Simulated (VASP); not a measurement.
CdTe:

```
Cd Te
1.0
     0.00000    3.27996    3.14876
     3.27996    0.00000    3.14876
     3.27996    3.27996    0.00000
Cd Te
1 1
Direct
  0.00000 0.00000 0.00000
  0.25000 0.25000 0.25000
```

This cell differs from its parent crystal: uniaxial z strain -4.0%.

Base run:

| Property | Result |
| --- | --- |
| Program | VASP 6.6.1 |
| Functional | r2SCAN |
| Potentials or basis | VASP PAW PBE potentials, release 64 (Cd, Te) |
| Cutoff | 520 eV |
| k mesh | 6 × 6 × 6 |
| Occupations | gaussian, width 0.01 eV |
| Spin | no spin polarisation |

Its results: band gap on the k mesh 1.20 eV, direct; pressure 1.9 GPa.

The run is repeated on the same cell with these changes: functional from r2SCAN to PBE; occupations from gaussian, width 0.01 eV to fermi-dirac, width 0.02 eV. What comes out?

Band gap on the k mesh 0.70 eV, direct; pressure 2.9 GPa.

Caveats: spin-orbit coupling is left out, which moves the levels of the heavy elements; the PAW data sets were made with another functional, which shifts forces and pressure a little (some runs).

